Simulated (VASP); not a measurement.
# CdSe (P6_3mc) in VASP: settings compared

Aim: see how the results for CdSe move with the level of theory and the settings. Levels: PBE, r2SCAN. Tasks: single point.

Program: VASP 6.6.1. These are calculated values, not measurements. Logs are shortened: lines on timing, memory, paths and dates and some standing lists are left out, and cuts for length are marked.

### 1 The cell of the first run

It takes space group P6_3mc (No. 186, hexagonal). Conventional cell: a = 4.427 Å, b = 4.427 Å, c = 7.226 Å, α = 90.00°, β = 90.00°, γ = 120.00°. Within 3.6 Å of Cd (site symmetry 3m) lie 4 Se at 2.71 Å. Within 3.6 Å of Se (site symmetry 3m) lie 4 Cd at 2.71 Å.

### 2 Single point, PBE (volume changed by +3%)

Contents of INCAR:

```
PREC = Accurate
ENCUT = 520
EDIFF = 1E-6
ISMEAR = 0
SIGMA = 0.01
LREAL = F
LASPH = T
NELM = 80
ALGO = Normal
ISIF = 2
LWAVE = F
LCHARG = F
GGA = PE
NBANDS = 26
```

Contents of KPOINTS:

```
Automatic mesh
0
Gamma
  6 6 4
```

Contents of POSCAR:

```
CdSe
1.0
    4.4274146258      0.0000000000      0.0000000000
   -2.2137073129      3.8342535390      0.0000000000
    0.0000000000      0.0000000000      7.2264648458
Cd Se
2 2
Direct
    0.3333333333      0.6666666667     -0.0002790363
    0.6666666667      0.3333333333      0.4997209637
    0.3333333333      0.6666666667      0.3752790363
    0.6666666667      0.3333333333      0.8752790363
```

Potentials or basis: VASP PAW PBE potentials, release 64 (Cd, Se).

Command:

```
$ cat potpaw_PBE.64/Cd/POTCAR potpaw_PBE.64/Se/POTCAR > POTCAR
$ mpirun -np 1 vasp_std > vasp.out
```

OUTCAR:

```text
PREC = Accurate
   ENCUT = 520
   EDIFF = 1E-6
   ISMEAR = 0
   LREAL = F
   LASPH = T
   NELM = 80
   ISIF = 2
   GGA = PE

 ion  position               nearest neighbor table
   1  0.333  0.667  1.000-   4 2.71   4 2.71   4 2.71   3 2.71
   2  0.667  0.333  0.500-   3 2.71   3 2.71   3 2.71   4 2.71
   3  0.333  0.667  0.375-   2 2.71   2 2.71   2 2.71   1 2.71
   4  0.667  0.333  0.875-   1 2.71   1 2.71   1 2.71   2 2.71

  LATTYP: Found a hexagonal cell.
 ALAT       =     4.4274146258
 C/A-ratio  =     1.6322087395

  Lattice vectors:

 A1 = (   4.4274146258,   0.0000000000,   0.0000000000)
 A2 = (  -2.2137073129,   3.8342535390,   0.0000000000)
 A3 = (   0.0000000000,   0.0000000000,   7.2264648458)

Analysis of symmetry for initial positions (statically):
=====================================================================
 Subroutine PRICEL returns:
 Original cell was already a primitive cell.

 Routine SETGRP: Setting up the symmetry group for a
 hexagonal supercell.

 Subroutine GETGRP returns: Found 12 space group operations
 (whereof  6 operations were pure point group operations)
 out of a pool of 24 trial point group operations.

The static configuration has the point symmetry C_3v.
 The point group associated with its full space group is C_6v.

Analysis of symmetry for dynamics (positions and initial velocities):
=====================================================================
 Subroutine PRICEL returns:
 Original cell was already a primitive cell.

 Routine SETGRP: Setting up the symmetry group for a
 hexagonal supercell.

 Subroutine GETGRP returns: Found 12 space group operations
 (whereof  6 operations were pure point group operations)
 out of a pool of 24 trial point group operations.

The dynamic configuration has the point symmetry C_3v.
 The point group associated with its full space group is C_6v.

 Subroutine INISYM returns: Found 12 space group operations
 (whereof  6 operations are pure point group operations),
 and found     1 'primitive' translations

----------------------------------------------------------------------------------------

                                     Primitive cell

  volume of cell :     122.6752

  direct lattice vectors                    reciprocal lattice vectors
     4.427414626  0.000000000  0.000000000     0.225865451  0.130403479  0.000000000
    -2.213707313  3.834253539  0.000000000     0.000000000  0.260806958  0.000000000
     0.000000000  0.000000000  7.226464846     0.000000000  0.000000000  0.138380248

  length of vectors
     4.427414626  4.427414626  7.226464846     0.260806958  0.260806958  0.138380248

  position of ions in fractional coordinates (direct lattice)
     0.333333333  0.666666667  0.999720964
     0.666666667  0.333333333  0.499720964
     0.333333333  0.666666667  0.375279036
     0.666666667  0.333333333  0.875279036

  ion indices of the primitive-cell ions
   primitive index   ion index
                 1           1
                 2           2
                 3           3
                 4           4

----------------------------------------------------------------------------------------

 KPOINTS: Automatic mesh

Automatic generation of k-mesh.
 Grid dimensions read from file:
 generate k-points for:    6    6    4

 Generating k-lattice:

  Cartesian coordinates                     Fractional coordinates (reciprocal lattice)
     0.037644242  0.021733913  0.000000000     0.166666667  0.000000000  0.000000000
     0.000000000  0.043467826  0.000000000     0.000000000  0.166666667  0.000000000
     0.000000000  0.000000000  0.034595062     0.000000000  0.000000000  0.250000000

  Length of vectors
     0.043467826  0.043467826  0.034595062

  Shift w.r.t. Gamma in fractional coordinates (k-lattice)
     0.000000000  0.000000000  0.000000000

 Subroutine IBZKPT returns following result:
 ===========================================

 Found     21 irreducible k-points:

 Following reciprocal coordinates:
            Coordinates               Weight
  0.000000  0.000000  0.000000      1.000000
  0.166667  0.000000  0.000000      6.000000
  0.333333  0.000000  0.000000      6.000000
  0.500000  0.000000  0.000000      3.000000
  0.166667  0.166667  0.000000      6.000000
  0.333333  0.166667  0.000000     12.000000
[... 13 lines left out ...]
  0.333333  0.166667  0.500000     12.000000
  0.333333  0.333333  0.500000      2.000000
   k-points           NKPTS =     21   k-points in BZ     NKDIM =     21   number of bands    NBANDS=     26
   number of dos      NEDOS =    301   number of ions     NIONS =      4
   total plane-waves  NPLWV =  69984
   dimension x,y,z NGX =    36 NGY =   36 NGZ =   54
   dimension x,y,z NGXF=    72 NGYF=   72 NGZF=  108
   ions per type =               2   2
   NGX,Y,Z   is equivalent  to a cutoff of  13.52, 13.52, 12.42 a.u.
   NGXF,Y,Z  is equivalent  to a cutoff of  27.04, 27.04, 24.85 a.u.
 SYSTEM =  unknown system
   PREC   = accura    normal or accurate (medium, high low for compatibility)
   ISTART =      0    job   : 0-new  1-cont  2-samecut
   ICHARG =      2    charge: 1-file 2-atom 10-const
   ISPIN  =      1    spin polarized calculation?
   LNONCOLLINEAR =      F non collinear calculations
   LSORBIT =      F    spin-orbit coupling
   LASPH  =      T    aspherical Exc in radial PAW
   ENCUT  =  520.0 eV  38.22 Ry    6.18 a.u.   8.23  8.23 13.44*2*pi/ulx,y,z
   NELM   =     80;   NELMIN=  2; NELMDL= -5     # of ELM steps
   EDIFF  = 0.1E-05   stopping-criterion for ELM
   LREAL  =      F    real-space projection
   EDIFFG = 0.1E-04   stopping-criterion for IOM
   NSW    =      0    number of steps for IOM
   IBRION =     -1    ionic relax: 0-MD 1-quasi-New 2-CG
   NFREE  =      0    steps in history (QN), initial steepest desc. (CG)
   ISIF   =      2    stress and relaxation
   ISYM   =      2    0-nonsym 1-usesym 2-fastsym
   POTIM  = 0.5000    time-step for ionic-motion
   TEBEG  =    0.0;   TEEND  =   0.0 temperature during run
   PSTRESS=    0.0 pullay stress
   NELECT =      36.0000    total number of electrons
   NUPDOWN=      -1.0000    fix difference up-down
   EMIN   =  10.00;   EMAX   =-10.00  energy-range for DOS
   EFERMI =   0.00;   METHOD = LEGACY
   ISMEAR =     0;   SIGMA  =   0.01  broadening in eV -4-tet -1-fermi 0-gaus
   EFERMI_NEDOS =   21; number of points for ismear=-14 and -15
   IALGO  =     38    algorithm
   IMIX   =      4    mixing-type and parameters
     AMIX     =   0.40;   BMIX     =  1.00
     AMIX_MAG =   1.60;   BMIX_MAG =  1.00
  volume/ion in A,a.u.               =      30.67       206.96
  Fermi-wavevector in a.u.,A,eV,Ry     =   1.087903  2.055838 16.102932  1.183532
  Thomas-Fermi vector in A             =   2.224072
   LORBIT       =      0    0 simple, 1 ext, 2 COOP (PROOUT), +10 PAW based schemes
   GGA     = PE    functional components
   LHFCALC =     F    Hartree Fock is set to
   AEXX    =    0.0000 exact exchange contribution
   IVDW    =     0    specifies the selected vdW correction
   LEPSILON=     F    determine dielectric tensor
   LRPA    =     F    only Hartree local field effects (RPA)
 non-spin polarized calculation
 Gauss-broadening in eV      SIGMA  =   0.01
  energy-cutoff  :      520.00
  volume of cell :      122.68
 maximum number of plane-waves:      3357
 NGX is ok and might be reduce to    36
   NGX = 17   NGY = 17   NGZ = 27

 number of electron      36.0000000 magnetization

 Free energy of the ion-electron system (eV)
  ---------------------------------------------------
  ext. energy  EPLUGINS =         0.00000000
  ---------------------------------------------------
  free energy    TOTEN  =       -10.98155888 eV

  energy without entropy =      -10.98155888  energy(sigma->0) =      -10.98155888

 E-fermi :   0.3951     XC(G=0):  -8.4917

 val. band max:        0.3011379039   @ k =   0.0000   0.0000   0.0000
 cond. band min:       0.7736904800   @ k =   0.0000   0.0000   0.0000
 fundamental gap:      0.4725525760
 Fermi energy:         0.3950649300

 k-point     1 :       0.0000    0.0000    0.0000
  band No.  band energies     occupation
      1     -11.8523      2.00000
      2     -11.5469      2.00000
      3      -7.3818      2.00000
      4      -7.3756      2.00000
      5      -7.3756      2.00000
      6      -7.3226      2.00000
[... 18 lines left out ...]
     25       7.2157      0.00000
     26       7.6789      0.00000

 k-point     2 :       0.1667    0.0000    0.0000
  band No.  band energies     occupation
      1     -11.7852      2.00000
      2     -11.5169      2.00000
      3      -7.3614      2.00000
      4      -7.3532      2.00000
      5      -7.3181      2.00000
      6      -7.2914      2.00000
[... 18 lines left out ...]
     25       7.3564      0.00000
     26       7.7762      0.00000

 k-point     3 :       0.3333    0.0000    0.0000
  band No.  band energies     occupation
      1     -11.6394      2.00000
      2     -11.4664      2.00000
      3      -7.3262      2.00000
      4      -7.3180      2.00000
      5      -7.2339      2.00000
      6      -7.2300      2.00000
[... 18 lines left out ...]
     25       8.0343      0.00000
     26       8.2073      0.00000

 k-point     4 :       0.5000    0.0000    0.0000
  band No.  band energies     occupation
      1     -11.5521      2.00000
      2     -11.4546      2.00000
      3      -7.3135      2.00000
      4      -7.3064      2.00000
      5      -7.2016      2.00000
      6      -7.1887      2.00000
[... 18 lines left out ...]
     25       8.0170      0.00000
     26       9.6123      0.00000
[... 409 lines left out ...]
      1     -11.5741      2.00000
      2     -11.5741      2.00000
      3      -7.2989      2.00000
      4      -7.2989      2.00000
      5      -7.2820      2.00000
      6      -7.2820      2.00000
[... 18 lines left out ...]
     25       7.6703      0.00000
     26       7.6703      0.00000

 k-point    20 :       0.3333    0.1667    0.5000
  band No.  band energies     occupation
      1     -11.4990      2.00000
      2     -11.4990      2.00000
      3      -7.2772      2.00000
      4      -7.2772      2.00000
      5      -7.2557      2.00000
      6      -7.2557      2.00000
[... 18 lines left out ...]
     25       8.0828      0.00000
     26       8.0828      0.00000

 k-point    21 :       0.3333    0.3333    0.5000
  band No.  band energies     occupation
      1     -11.4745      2.00000
      2     -11.4745      2.00000
      3      -7.2614      2.00000
      4      -7.2614      2.00000
      5      -7.2542      2.00000
      6      -7.2542      2.00000
[... 18 lines left out ...]
     25       8.7672      0.00000
     26       8.7672      0.00000

------------------------ aborting loop because EDIFF is reached ----------------------------------------

  FORCE on cell =-STRESS in cart. coord.  units (eV):
  Direction    XX          YY          ZZ          XY          YZ          ZX
  --------------------------------------------------------------------------------------
  -------------------------------------------------------------------------------------
  Total       -0.7975483     -0.7975483     -0.7916966      0.0000000      0.0000000      0.0000000
  in kB      -10.4162329    -10.4162329    -10.3398069      0.0000000      0.0000000      0.0000000
  external PRESSURE =     -10.3907575 kB  Pullay stress =       0.0000000 kB

 VOLUME and BASIS-vectors are now :
 -----------------------------------------------------------------------------
  energy-cutoff  :      520.00
  volume of cell :      122.68
      direct lattice vectors                 reciprocal lattice vectors
     4.427414626  0.000000000  0.000000000     0.225865451  0.130403479  0.000000000
    -2.213707313  3.834253539  0.000000000     0.000000000  0.260806958  0.000000000
     0.000000000  0.000000000  7.226464846     0.000000000  0.000000000  0.138380248

 POSITION                                       TOTAL-FORCE (eV/Angst)
 -----------------------------------------------------------------------------------
     -0.00000      2.55617      7.22445        -0.000000      0.000000     -0.005776
      2.21371      1.27808      3.61122         0.000000     -0.000000     -0.005776
     -0.00000      2.55617      2.71194        -0.000000     -0.000000      0.005776
      2.21371      1.27808      6.32517         0.000000      0.000000      0.005776
 -----------------------------------------------------------------------------------
    total drift:                               -0.000000     -0.000000      0.000173

  FREE ENERGIE OF THE ION-ELECTRON SYSTEM (eV)
  ---------------------------------------------------
  free  energy   TOTEN  =       -10.9815588781 eV

  energy  without entropy=      -10.9815588781  energy(sigma->0) =      -10.98155888
```

Wall time 51 s (1 thread of Intel Xeon Platinum 8559C (Emerald Rapids), shared host); peak memory 0.27 GiB.

Results:

| Quantity | Value |
| --- | --- |
| Free energy | -10.9816 eV |
| Pressure | -1.0 GPa |
| Largest force | 0.006 eV/Å |
| Band gap on the k mesh | 0.47 eV, direct |

Forces on the atoms (eV/Å):
```
Cd   0.000  0.000 -0.006
Cd   0.000  0.000 -0.006
Se   0.000  0.000  0.006
Se   0.000  0.000  0.006
```

Levels at points of the mesh, in eV from the valence-band top:
| k point | band 15 | band 16 | band 17 | band 18 | band 19 | band 20 | band 21 | band 22 |
| --- | --- | --- | --- | --- | --- | --- | --- | --- |
| (0.00, 0.00, 0.00) | -0.65 | -0.04 | 0.00 | 0.00 | 0.47 | 2.11 | 5.84 | 5.84 |
| (0.50, 0.00, 0.00) | -2.30 | -1.58 | -1.13 | -0.64 | 3.02 | 3.31 | 4.79 | 5.83 |
| (0.00, 0.00, 0.50) | -0.34 | -0.34 | -0.34 | -0.34 | 2.20 | 2.20 | 5.71 | 5.71 |
| (0.50, 0.00, 0.50) | -1.17 | -1.17 | -1.15 | -1.15 | 2.87 | 2.87 | 4.82 | 4.82 |

(Continued in part 2 of 2.)
